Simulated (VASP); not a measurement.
# Ir (Fm-3m) in VASP: notebook, part 2 of 2

VASP 6.6.1. The steps go on from the part before.

### Step 3. Single point, PBE

This run uses another cell than the first one, of 14.50 Å³/atom, 1.010 times its volume.

INCAR reads:

```
SYSTEM = Ir
PREC     = Accurate       ! precision mode
ENCUT    = 520            ! plane-wave cutoff, eV
EDIFF    = 1E-6           ! SCF threshold, eV
ISMEAR   = -1             ! smearing method
SIGMA    = 0.05           ! smearing width, eV
LREAL    = .False.        ! projectors in reciprocal space
LASPH    = .True.         ! aspherical terms in the spheres
NELM     = 60             ! most SCF steps
ALGO     = Normal         ! electronic algorithm
ISIF     = 2              ! what is computed and relaxed
LWAVE    = .False.        ! write WAVECAR
LCHARG   = .True.         ! write CHGCAR
GGA      = PE             ! functional
LELF     = .True.         ! ELF
LVHAR    = .True.       
NBANDS   = 10             ! bands
```

KPOINTS reads:

```
Automatic mesh
0
Gamma
  21 21 21
  0 0 0
```

POSCAR reads:

```
Ir
1.0
    0.0000000000      1.9353309306      1.9353309306
    1.9353309306      0.0000000000      1.9353309306
    1.9353309306      1.9353309306      0.0000000000
Ir
1
Direct
    0.0000000000      0.0000000000      0.0000000000
```

Potentials or basis: VASP PAW PBE potentials, release 64 (Ir).

Launch:

```console
> cat potpaw_PBE.64/Ir/POTCAR > POTCAR
> mpirun -np 1 vasp_std > vasp.out
```

Run time: 17 s. Hardware: 1 thread of Intel Xeon Platinum 8559C (Emerald Rapids), shared host; peak memory 0.16 GiB.

The run converged. Its results:

| Property | Result |
| --- | --- |
| Free energy | -8.8540 eV |
| Pressure | 0.6 GPa |

Levels at points of the mesh, in eV from the Fermi level:
| k point | band 2 | band 3 | band 4 | band 5 | band 6 | band 7 |
| --- | --- | --- | --- | --- | --- | --- |
| (0.00, 0.00, 0.00) | -3.75 | -3.75 | -3.75 | -1.17 | -1.17 | 14.36 |

Caveat: spin-orbit coupling is left out, which moves the levels of the heavy elements.

### Step 4. Single point, PBE

This run uses another cell than the first one, of 14.64 Å³/atom, 1.020 times its volume.

INCAR reads:

```
  ALGO = Normal
  EDIFF = 1E-7
  ENCUT = 520
  GGA = PE
  ISIF = 2
  ISMEAR = -1
  LASPH = True
  LCHARG = True
  LELF = True
  LREAL = False
  LVHAR = True
  LWAVE = False
  NBANDS = 10
  NELM = 80
  PREC = Accurate
  SIGMA = 0.05
```

KPOINTS reads:

```
k-points
0
Gamma
  21 21 21
```

POSCAR reads:

```
Ir
1.0
    0.0000000000      1.9417606487      1.9417606487
    1.9417606487      0.0000000000      1.9417606487
    1.9417606487      1.9417606487      0.0000000000
Ir
1
Direct
    0.0000000000      0.0000000000      0.0000000000
```

Potentials or basis: VASP PAW PBE potentials, release 64 (Ir).

Launch:

```console
> cat potpaw_PBE.64/Ir/POTCAR > POTCAR
> mpirun -np 1 vasp_std > vasp.out
```

OUTCAR:

```text
EDIFF = 1E-7
   ENCUT = 520
   GGA = PE
   ISIF = 2
   ISMEAR = -1
   LASPH = True
   LREAL = False
   NELM = 80
   PREC = Accurate

 ion  position               nearest neighbor table
   1  0.000  0.000  0.000-

  LATTYP: Found a face centered cubic cell.
 ALAT       =     3.8835212974

  Lattice vectors:

 A1 = (   0.0000000000,   1.9417606487,   1.9417606487)
 A2 = (   1.9417606487,   0.0000000000,   1.9417606487)
 A3 = (   1.9417606487,   1.9417606487,   0.0000000000)

Analysis of symmetry for initial positions (statically):
=====================================================================
 Subroutine PRICEL returns:
 Original cell was already a primitive cell.

 Routine SETGRP: Setting up the symmetry group for a
 face centered cubic supercell.

 Subroutine GETGRP returns: Found 48 space group operations
 (whereof 48 operations were pure point group operations)
 out of a pool of 48 trial point group operations.

The static configuration has the point symmetry O_h .

Analysis of symmetry for dynamics (positions and initial velocities):
=====================================================================
 Subroutine PRICEL returns:
 Original cell was already a primitive cell.
[... 156 lines left out ...]
 cond. band min:       9.8304917174   @ k =  -0.3333   0.3333   0.0000
 fundamental gap:      0.0076462441
 Fermi energy:         9.8301722209

 k-point     1 :       0.0000    0.0000    0.0000
  band No.  band energies     occupation
      1      -0.9337      2.00000
      2       6.1333      2.00000
      3       6.1333      2.00000
      4       6.1333      2.00000
      5       8.6782      2.00000
      6       8.6782      2.00000
      7      24.2068      0.00000
      8      29.5889      0.00000
      9      29.5889      0.00000
     10      29.5889      0.00000
[... 287 lines left out ...]
 k-point    24 :      -0.3810    0.0476    0.0000
  band No.  band energies     occupation
      1       2.1478      2.00000
      2       6.1174      2.00000
      3       6.2179      2.00000
      4       7.4971      2.00000
      5       9.9739      0.10685
      6      10.6452      0.00000
      7      18.7288      0.00000
      8      24.4592      0.00000
      9      29.6108      0.00000
     10      30.8397      0.00000

 [... further k-points ...]
[... 5 lines left out ...]
  --------------------------------------------------------------------------------------
  -------------------------------------------------------------------------------------
  Total       -0.2612458     -0.2612458     -0.2612458      0.0000000      0.0000000      0.0000000
  in kB      -28.5853024    -28.5853024    -28.5853024      0.0000000      0.0000000      0.0000000
  external PRESSURE =     -28.5853024 kB  Pullay stress =       0.0000000 kB

 VOLUME and BASIS-vectors are now :
 -----------------------------------------------------------------------------
  energy-cutoff  :      520.00
  volume of cell :       14.64
      direct lattice vectors                 reciprocal lattice vectors
     0.000000000  1.941760649  1.941760649    -0.257498266  0.257498266  0.257498266
     1.941760649  0.000000000  1.941760649     0.257498266 -0.257498266  0.257498266
     1.941760649  1.941760649  0.000000000     0.257498266  0.257498266 -0.257498266

 POSITION                                       TOTAL-FORCE (eV/Angst)
 -----------------------------------------------------------------------------------
      0.00000      0.00000      0.00000         0.000000      0.000000      0.000000
 -----------------------------------------------------------------------------------
    total drift:                                0.000000      0.000000     -0.000000

  FREE ENERGIE OF THE ION-ELECTRON SYSTEM (eV)
  ---------------------------------------------------
  free  energy   TOTEN  =        -8.8529660546 eV

  energy  without entropy=       -8.8444911534  energy(sigma->0) =       -8.84872860
```

Run time: 17 s. Hardware: 1 thread of Intel Xeon Platinum 8559C (Emerald Rapids), shared host; peak memory 0.16 GiB.

Results:

* Free energy: -8.8530 eV
* Pressure: -2.9 GPa

Levels at points of the mesh, in eV from the Fermi level:
```tsv
k point	band 1	band 2	band 3	band 4	band 5	band 6	band 7	band 8	band 9
(0.00, 0.00, 0.00)	-10.76	-3.70	-3.70	-3.70	-1.15	-1.15	14.38	19.76	19.76
```

Caveat: spin-orbit coupling is left out, which moves the levels of the heavy elements.

### Step 5. Overview

| cell | gap on the mesh (eV) | pressure (GPa) |
| --- | --- | --- |
| a = 2.728 Å, angles 60.0°, 1 atom | none | 4.2 |
| a = 2.737 Å, angles 60.0°, 1 atom | none | 0.6 |
| a = 2.746 Å, angles 60.0°, 1 atom | none | -2.9 |

Alike in all rows: task single point; level PBE; potentials or basis VASP PAW PBE potentials, release 64 (Ir); no spin polarisation; k mesh 21 × 21 × 21; cutoff (eV) 520; smearing fermi-dirac 0.05 eV.

Caveats: spin-orbit coupling is left out, which moves the levels of the heavy elements.

Absolute energies hang on the potentials; compare differences alone.
